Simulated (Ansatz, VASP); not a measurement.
# ZnC3 in VASP and in Ansatz

```
Zn C
1.0
     4.48360    0.00000    0.00000
    -2.24180    3.88291    0.00000
     0.00000    0.00000    7.47812
Zn C
2 6
Direct
  0.33333 0.66667 0.25000
  0.66667 0.33333 0.75000
  0.89170 0.78340 0.25000
  0.10830 0.89170 0.75000
  0.21660 0.10830 0.25000
  0.10830 0.21660 0.75000
  0.89170 0.10830 0.25000
  0.78340 0.89170 0.75000
```

Alike in both runs: functional PBE; k mesh 9 × 9 × 8; occupations gaussian, width 0.1 eV; no spin polarisation.

Ansatz relaxed the structure, and its values are those at the end. VASP's run is a single point on that final structure, the one shown.

|  | VASP | Ansatz |
| --- | --- | --- |
| version | VASP 6.6.1 | Ansatz 0.2.0 |
| potentials or method | VASP PAW PBE potentials, release 64 (Zn, C), cutoff 520 eV | scalar-relativistic, plane waves, PAW |
| valence electrons in the cell | 48 | 48 |

VASP gave:

| Item | Value |
| --- | --- |
| gap on the k mesh at the Fermi level (eV) | 0.25 |
| least direct gap on the mesh (eV) | 0.25 |
| pressure (GPa) | 0.5 |
| rms of the force components (eV/Å) | 0.080 |

Problem. What did Ansatz give for the same quantities?

Solution. gap on the k mesh at the Fermi level (eV): 0.26; least direct gap on the mesh (eV): 0.26; pressure (GPa): 0.0; rms of the force components (eV/Å): 0.000.
